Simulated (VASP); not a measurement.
A run of VASP 6.6.1 is set up as follows.

File INCAR:

```
SYSTEM = GaSb
  PREC = Accurate
  ENCUT = 520
  EDIFF = 1E-6
  ISMEAR = 0
  SIGMA = 0.1
  LREAL = .False.
  LASPH = .True.
  NELM = 80
  ALGO = Normal
  ISIF = 2
  LWAVE = .False.
  LCHARG = .False.
  NBANDS = 16
  ISYM = 0
```

Contents of KPOINTS:

```
Automatic mesh
0
Gamma
  8 6 16
  0 0 0
```

Contents of POSCAR:

```
GaSb
1.0
    4.2780911400      0.0000000000      0.0000000000
    0.0000000000      6.0501345112      0.0000000000
    2.1390455700     -3.0250672556      2.1390455700
Ga Sb
1 1
Direct
    0.0000000000      0.0000000000      0.0000000000
    0.5000000000      0.2500000000      0.0000000000
```

Potentials or basis: VASP PAW LDA potentials, release 64 (Ga_d, Sb).

Command:

```console
$ cat potpaw_LDA.64/Ga_d/POTCAR potpaw_LDA.64/Sb/POTCAR > POTCAR
$ mpirun -np 1 vasp_std > vasp.out
```

**Question.** Estimate the pressure.

**Answer.** 0.2 GPa.
